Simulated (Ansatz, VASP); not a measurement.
## Ge4H: VASP beside Ansatz

File INCAR:

```
  PREC = Accurate
  ENCUT = 520
  EDIFF = 1E-6
  ISMEAR = 0
  SIGMA = 0.1
  LREAL = F
  LASPH = T
  NELM = 80
  ALGO = Normal
  ISIF = 2
  LWAVE = F
  LCHARG = F
  LDIPOL = T
  IDIPOL = 3
  DIPOL = 0.5 0.5 0.328
  GGA = PE
  IVDW = 12
  NBANDS = 36
```

The input KPOINTS:

```
Automatic mesh
0
Gamma
  7 7 1
```

POSCAR

```
Ge4H
1.0
    4.0303587907      0.0000000000      0.0000000000
    0.0000000000      4.0303587907      0.0000000000
    0.0000000000      0.0000000000     21.6416627718
Ge H
4 1
Direct
    0.0000000000      0.5000000000      0.1848286817
    0.0000000000      0.0000000000      0.2506714513
    0.5000000000      0.0000000000      0.3196569899
    0.5000000000      0.5000000000      0.3854446333
    1.0000000000      0.6250000000      0.5009625594
```

Input for Ansatz:

```yaml
crystal:
  lattice:
    - [4.0303587907, 0.0, 0.0]
    - [0.0, 4.0303587907, 0.0]
    - [0.0, 0.0, 21.6416627718]
  atoms:
    - { symbol: Ge, position: [0.0, 0.5, 0.1848286817] }
    - { symbol: Ge, position: [0.0, 0.0, 0.2506714513] }
    - { symbol: Ge, position: [0.5, 0.0, 0.3196569899] }
    - { symbol: Ge, position: [0.5, 0.5, 0.3854446333] }
    - { symbol: H, position: [1.0, 0.625, 0.5009625594] }
basis:
  ecutwfc: 420
kpoints:
  mp_grid: { grid: [7, 7, 1] }
hamiltonian:
  xc: pbe
  pseudopotentials: { kind: paw, azcp: { folder: soft_1 } }
  dispersion: d3bj
scf:
  occupations: { method: gaussian, width: 0.1 }
output:
  forces: true
  eigenvalues: true
efield:
  axis: 3
  dipole_correction: true
  ramp_width: 0.04
```

Alike in both runs: task single point; functional PBE; dispersion D3(BJ); k mesh 7 × 7 × 1; occupations gaussian, width 0.1 eV; no spin polarisation.

|  | VASP | Ansatz |
| --- | --- | --- |
| version | VASP 6.6.1 | Ansatz 0.2.0 |
| potentials or method | VASP PAW PBE potentials, release 64 (Ge_d, H), cutoff 520 eV | scalar-relativistic, plane waves, PAW |
| valence electrons in the cell | 57 | 57 |

```csv
,VASP,Ansatz,Ansatz less VASP
gap on the k mesh at the Fermi level (eV),none,none,-
rms of the force components (eV/Å),0.382,0.381,-0.0005
```

Atom by atom the forces differ by 0.002 eV/Å (rms over components). A gap of «none» marks a metal or a gap that the smearing closes.
